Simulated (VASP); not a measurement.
Set up this calculation in VASP 6.6.1, as the native input.

- Task: relaxation of cell and atoms
- Functional: PBE
- Potentials or basis: VASP PAW PBE potentials, release 64 (Ge_d, Pd)
- Cutoff: 600 eV
- k mesh: 6 × 6 × 2
- Occupations: gaussian, width 0.1 eV
- Spin: no spin polarisation
- Dipole correction: no
- Further INCAR settings: ALGO = Normal; EDIFF = 1e-06; IBRION = 2; EDIFFG = -0.04; NSW = 90; ISIF = 3

The structure of Ge4Pd lies in POSCAR:

```
Ge4Pd
1.0
    3.8925774300      0.0000000000      0.0000000000
   -1.9462887100      3.3710709400      0.0000000000
    0.0000000000      0.0000000000      7.7970281900
Ge Pd
4 1
Direct
    0.3333333300      0.6666666700      0.5000000000
    0.6666666700      0.3333333300      0.5000000000
    0.3333333300      0.6666666700      0.0000000000
    0.6666666700      0.3333333300      0.0000000000
    0.0000000000      0.0000000000      0.5000000000
```

The cell was built from a structure type or drawn by symmetry, and may not be a known phase.

These files were run (other wordings do the same):

INCAR

```
PREC = Accurate ; ENCUT = 600
EDIFF = 1E-6 ; ISMEAR = 0
SIGMA = 0.1 ; LREAL = False
LASPH = True ; NELM = 60
ALGO = Normal ; ISIF = 3
LWAVE = False ; LCHARG = False
GGA = PE ; IBRION = 2
NSW = 90 ; EDIFFG = -0.04
```

KPOINTS

```
regular mesh
0
Gamma
  6 6 2
```

Potentials or basis: VASP PAW PBE potentials, release 64 (Ge_d, Pd).

Run with:

```sh
$ cat potpaw_PBE.64/Ge_d/POTCAR potpaw_PBE.64/Pd/POTCAR > POTCAR
$ mpirun -np 1 vasp_std > vasp.out
```

Results of the run:

```yaml
Relaxed_volume: 19.88 Å³/atom
Relaxed_cell: a = 4.720 Å, b = 4.720 Å, c = 5.151 Å, α = 90.00°, β = 90.00°, γ = 120.00°
Space_group_after_relaxing_to_0.1_Å: P6/mmm (No. 191)
Pressure_after_relaxing: -0.1 GPa
Band_gap_on_the_k_mesh: zero (bands 33 and 34 overlap by 2.08 eV)
```

Caveat: the k points lie up to 0.61 Å⁻¹ apart in the final cell, too coarse for converged energies and pressures of a metal; a cell axis changed by over 15 % at a fixed basis, so the end point is rough.

Run time: 15 min on 1 thread of Intel(R) Xeon(R) Platinum 8488C (Sapphire Rapids) (shared host), peak memory 0.29 GiB.
